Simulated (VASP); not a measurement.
# Fe (Im-3m) in VASP: settings compared, part 2 of 2

VASP 6.6.1. The steps go on from the part before.

## 3. Relaxation of cell and atoms, PBE+D4, collinear spin, ferromagnetic start

Input file INCAR:

```
ALGO     = Normal         # electronic algorithm
EDIFF    = 1E-6           # SCF threshold, eV
EDIFFG   = -0.02          # ionic threshold
ENCUT    = 600            # plane-wave cutoff, eV
GGA      = PE             # functional
IBRION   = 2              # ionic algorithm
ISIF     = 3              # what is computed and relaxed
ISMEAR   = -1             # smearing method
ISPIN    = 2              # spin polarisation
IVDW     = 13             # dispersion correction
LASPH    = True           # aspherical terms in the spheres
LCHARG   = False          # write CHGCAR
LMAXMIX  = 4              # l up to which the mixer works
LORBIT   = 11             # projections on sites
LREAL    = False          # projectors in reciprocal space
LWAVE    = False          # write WAVECAR
MAGMOM   = 3              # initial moments
NELM     = 150            # most SCF steps
NSW      = 80             # ionic steps
PREC     = Accurate       # precision mode
SIGMA    = 0.05           # smearing width, eV
```

Input file KPOINTS:

```
k-points
0
Gamma
  13 13 13
```

Input file POSCAR:

```
Fe
1.0
   -1.4430000000      1.4430000000      1.4430000000
    1.4430000000     -1.4430000000      1.4430000000
    1.4430000000      1.4430000000     -1.4430000000
Fe
1
Direct
    0.0000000000      0.0000000000      0.0000000000
```

Potentials or basis: VASP PAW PBE potentials, release 64 (Fe).

Run with:

```console
$ cat potpaw_PBE.64/Fe/POTCAR > POTCAR
$ mpirun -np 1 vasp_std > vasp.out
```

OUTCAR:

```text
EDIFF = 1E-6
   EDIFFG = -0.02
   ENCUT = 600
   GGA = PE
   IBRION = 2
   ISIF = 3
   ISMEAR = -1
   ISPIN = 2
   IVDW = 13
   LASPH = True
   LORBIT = 11
   LREAL = False
   NELM = 150
   NSW = 80
   PREC = Accurate

 ion  position               nearest neighbor table
   1  0.000  0.000  0.000-

  LATTYP: Found a body centered cubic cell.
 ALAT       =     2.8860000000

  Lattice vectors:

 A1 = (  -1.4430000000,   1.4430000000,   1.4430000000)
 A2 = (   1.4430000000,  -1.4430000000,   1.4430000000)
 A3 = (   1.4430000000,   1.4430000000,  -1.4430000000)

Analysis of symmetry for initial positions (statically):
=====================================================================
 Subroutine PRICEL returns:
 Original cell was already a primitive cell.

 Routine SETGRP: Setting up the symmetry group for a
 body centered cubic supercell.

 Subroutine GETGRP returns: Found 48 space group operations
 (whereof 48 operations were pure point group operations)
 out of a pool of 48 trial point group operations.

The static configuration has the point symmetry O_h .

Analysis of symmetry for dynamics (positions and initial velocities):
=====================================================================
 Subroutine PRICEL returns:
 Original cell was already a primitive cell.

 Routine SETGRP: Setting up the symmetry group for a
 body centered cubic supercell.

 Subroutine GETGRP returns: Found 48 space group operations
 (whereof 48 operations were pure point group operations)
 out of a pool of 48 trial point group operations.

The dynamic configuration has the point symmetry O_h .

Analysis of structural, dynamic, and magnetic symmetry:
=====================================================================
 Subroutine PRICEL returns:
 Original cell was already a primitive cell.

 Routine SETGRP: Setting up the symmetry group for a
 body centered cubic supercell.

 Subroutine GETGRP returns: Found 48 space group operations
 (whereof 48 operations were pure point group operations)
 out of a pool of 48 trial point group operations.

The overall configuration has the point symmetry O_h .

 Subroutine INISYM returns: Found 48 space group operations
 (whereof 48 operations are pure point group operations),
[... 121 lines left out ...]
   AEXX    =    0.0000 exact exchange contribution
   IVDW    =    13    specifies the selected vdW correction
   LEPSILON=     F    determine dielectric tensor
   LRPA    =     F    only Hartree local field effects (RPA)
 conjugate gradient relaxation of ions
 spin polarized calculation
  energy-cutoff  :      600.00
  volume of cell :       12.02
 maximum number of plane-waves:       415
   NGX =  9   NGY =  9   NGZ =  9

--------------------------------------- Ionic step        1  -------------------------------------------

 number of electron       7.9999995 magnetization       2.2853543

 Free energy of the ion-electron system (eV)
  ---------------------------------------------------
  ext. energy  EPLUGINS =         0.00000000
  ---------------------------------------------------
  free energy    TOTEN  =        -8.22100393 eV

  energy without entropy =       -8.21075040  energy(sigma->0) =       -8.21587716

------------------------ aborting loop because EDIFF is reached ----------------------------------------

  DFT-D4 for vdW energy calculation

  Edisp (eV):   -0.33442
[... 69 lines left out ...]
--------------------------------------- Ionic step        3  -------------------------------------------

 number of electron       8.0000004 magnetization       2.0962938

 Free energy of the ion-electron system (eV)
  ---------------------------------------------------
  ext. energy  EPLUGINS =         0.00000000
  ---------------------------------------------------
  free energy    TOTEN  =        -8.24036917 eV

  energy without entropy =       -8.23188433  energy(sigma->0) =       -8.23612675

 E-fermi :   6.1687     XC(G=0): -13.2889

 val. band max:        6.1675059817   @ k =  -0.3846   0.4615   0.2308
 cond. band min:       6.1744066361   @ k =   0.1538   0.0000   0.0000
 fundamental gap:      0.0069006544
 Fermi energy:         6.1686660840

 spin component 1

 k-point     1 :       0.0000    0.0000    0.0000
  band No.  band energies     occupation
      1      -2.4699      1.00000
      2       3.8037      1.00000
      3       3.8037      1.00000
      4       3.8037      1.00000
      5       5.0526      1.00000
      6       5.0526      1.00000
      7      31.4536      0.00000
      8      31.4536      0.00000
      9      31.4536      0.00000
     10      36.7284      0.00000
[... 287 lines left out ...]
 k-point    24 :       0.2308    0.0769    0.0769
  band No.  band energies     occupation
      1       0.9904      1.00000
      2       2.9318      1.00000
      3       3.3504      1.00000
      4       5.0149      1.00000
      5       5.1680      1.00000
      6       6.3535      0.02420
      7      19.8842      0.00000
      8      23.9259      0.00000
      9      26.0520      0.00000
     10      33.3226      0.00000

 [... further k-points ...]

 spin component 2

 k-point     1 :       0.0000    0.0000    0.0000
  band No.  band energies     occupation
      1      -2.3063      1.00000
      2       5.6005      0.99999
      3       5.6006      0.99999
      4       5.6006      0.99999
      5       7.7505      0.00000
      6       7.7507      0.00000
      7      31.2137      0.00000
      8      31.2137      0.00000
      9      31.2137      0.00000
     10      36.9458      0.00000
[... 331 lines left out ...]
  FREE ENERGIE OF THE ION-ELECTRON SYSTEM (eV)
  ---------------------------------------------------
  free  energy   TOTEN  =        -8.6035577080 eV

  energy  without entropy=       -8.5950728666  energy(sigma->0) =       -8.59931529

 reached required accuracy - stopping structural energy minimisation

 total charge

# of ion       s       p       d       tot
------------------------------------------
    1        0.500   0.568   6.265   7.333

 magnetization (x)

# of ion       s       p       d       tot
------------------------------------------
    1       -0.013  -0.057   2.159   2.089
```

Run time: 86 s. Hardware: 1 thread of Intel Xeon Platinum 8259CL at 2.50GHz (Skylake/Cascade Lake), shared host; peak memory 0.15 GiB.

Results:

* Free energy: -8.6036 eV
* Relaxed volume: 11.03 Å³/atom
* Relaxed cell: a = 2.429 Å, b = 2.429 Å, c = 2.429 Å, α = 109.47°, β = 109.47°, γ = 109.47°
* Space group after relaxing (to 0.05 Å): Im-3m (No. 229)
* Energy gained by relaxing: 48.1 meV/atom
* Ionic steps: 3
* Pressure after relaxing: 0.1 GPa
* Net moment: 2.10 μB per cell
* Site moments: Fe +2.09 μB
* Valence electrons inside the program's atomic spheres: Fe 7.33
* Dispersion energy per atom: -0.363 eV

The path:
| step | energy change (eV) | largest force (eV/Å) | pressure (GPa) | volume (Å³) |
| --- | --- | --- | --- | --- |
| 1 | 0.0000 | 0.0000 | -13.48 | 12.02 |
| 2 | -0.0160 | 0.0000 | 16.01 | 10.34 |
| 3 | -0.0481 | 0.0000 | 0.05 | 11.03 |

Final structure:
```
CELL_PARAMETERS angstrom
-1.40212 1.40212 1.40212
1.40212 -1.40212 1.40212
1.40212 1.40212 -1.40212
ATOMIC_POSITIONS crystal
Fe 0.00000 0.00000 0.00000
```

Caveat: pairwise dispersion overbinds metals, which lowers pressure and volume.

## 4. Single point, LDA, collinear spin, ferromagnetic start

This run uses another cell than the first one, of 11.30 Å³/atom, 0.940 times its volume.

Input file INCAR:

```
PREC = Accurate
ENCUT = 520
EDIFF = 1E-6
ISMEAR = -1
SIGMA = 0.05
LREAL = F
LASPH = T
NELM = 150
ALGO = Normal
ISIF = 2
LWAVE = F
LCHARG = T
ISPIN = 2
MAGMOM = 3
LORBIT = 11
LMAXMIX = 4
GGA = CA
LELF = T
LVHAR = T
NBANDS = 14
```

Input file KPOINTS:

```
Automatic mesh
0
Gamma
  13 13 13
```

Input file POSCAR:

```
Fe
1.0
   -1.4135427549      1.4135427549      1.4135427549
    1.4135427549     -1.4135427549      1.4135427549
    1.4135427549      1.4135427549     -1.4135427549
Fe
1
Direct
    0.0000000000      0.0000000000      0.0000000000
```

Potentials or basis: VASP PAW LDA potentials, release 64 (Fe).

Run with:

```console
$ cat potpaw_LDA.64/Fe/POTCAR > POTCAR
$ mpirun -np 1 vasp_std > vasp.out
```

It took 11 s on 1 thread of AMD EPYC 9R45 (Zen 5), shared host; peak memory 0.1 GiB.

The run converged. Its results:

| Property | Result |
| --- | --- |
| Free energy | -9.1729 eV |
| Pressure | -18.3 GPa |
| Net moment | 2.06 μB per cell |
| Site moments | Fe +2.04 μB |
| Valence electrons inside the program's atomic spheres | Fe 7.29 |

Levels at points of the mesh, in eV from the Fermi level:
Spin up:
| k point | band 1 | band 2 | band 3 | band 4 | band 5 | band 6 | band 7 | band 8 | band 9 | band 10 |
| --- | --- | --- | --- | --- | --- | --- | --- | --- | --- | --- |
| (0.00, 0.00, 0.00) | -8.58 | -2.31 | -2.31 | -2.31 | -0.95 | -0.95 | 24.90 | 24.90 | 24.90 | 30.07 |
Spin down:
```
           k point  band 1  band 2  band 3  band 4  band 5  band 6  band 7  band 8
(0.00, 0.00, 0.00)   -8.23   -0.62   -0.62   -0.62    1.24    1.24   25.04   25.04
```

## 5. Single point, PBE, collinear spin, ferromagnetic start

This run uses another cell than the first one, of 11.30 Å³/atom, 0.940 times its volume.

Input file INCAR:

```
PREC = Accurate
ENCUT = 520
EDIFF = 1E-7
ISMEAR = -1
SIGMA = 0.05
LREAL = False
LASPH = True
NELM = 150
ALGO = Normal
ISIF = 2
LWAVE = False
LCHARG = False
ISPIN = 2
MAGMOM = 3
LORBIT = 11
LMAXMIX = 4
GGA = PE
NBANDS = 14
```

KPOINTS is that of step 4.

POSCAR is that of step 4.

Potentials or basis: VASP PAW PBE potentials, release 64 (Fe).

Run with:

```console
$ cat potpaw_PBE.64/Fe/POTCAR > POTCAR
$ mpirun -np 1 vasp_std > vasp.out
```

Run time: 13 s. Hardware: 1 thread of AMD EPYC 9R45 (Zen 5), shared host; peak memory 0.1 GiB.

The run converged. Its results:

```
Free energy                                           : -8.2446 eV
Pressure                                              : 0.0 GPa
Net moment                                            : 2.13 μB per cell
Site moments                                          : Fe +2.13 μB
Valence electrons inside the program's atomic spheres : Fe 7.28
```

Levels at points of the mesh, in eV from the Fermi level:
Spin up:
| k point | band 2 | band 3 | band 4 | band 5 | band 6 | band 7 | band 8 | band 9 |
| --- | --- | --- | --- | --- | --- | --- | --- | --- |
| (0.00, 0.00, 0.00) | -2.30 | -2.30 | -2.30 | -1.10 | -1.10 | 25.08 | 25.08 | 25.08 |
Spin down:
```
           k point  band 1  band 2  band 3  band 4  band 5  band 6
(0.00, 0.00, 0.00)   -8.31   -0.46   -0.46   -0.46    1.63    1.63
```

## 6. The runs side by side

| task | level | potentials or basis | cell | cutoff (eV) | gap on the mesh (eV) | pressure (GPa) | moment (μB) | relaxed volume (Å³/atom) |
| --- | --- | --- | --- | --- | --- | --- | --- | --- |
| relaxation of cell and atoms | PBE+D3(BJ) | VASP PAW PBE potentials, release 64 (Fe) | relaxed from a = 2.499 Å, angles 109.5°, 1 atom | 600 | none | 0.1 | 2.09 | 11.00 |
| relaxation of cell and atoms | PBE+D4 | VASP PAW PBE potentials, release 64 (Fe) | relaxed from a = 2.499 Å, angles 109.5°, 1 atom | 600 | none | 0.1 | 2.10 | 11.03 |
| single point | LDA | VASP PAW LDA potentials, release 64 (Fe) | a = 2.448 Å, angles 109.5°, 1 atom | 520 | none | -18.3 | 2.06 | - |
| single point | PBE | VASP PAW PBE potentials, release 64 (Fe) | a = 2.448 Å, angles 109.5°, 1 atom | 520 | none | 0.0 | 2.13 | - |

Alike in all rows: spin collinear, ferromagnetic start; k mesh 13 × 13 × 13; smearing fermi-dirac 0.05 eV.

Caveats: pairwise dispersion overbinds metals, which lowers pressure and volume (some runs).

Absolute energies hang on the potentials; compare differences alone.
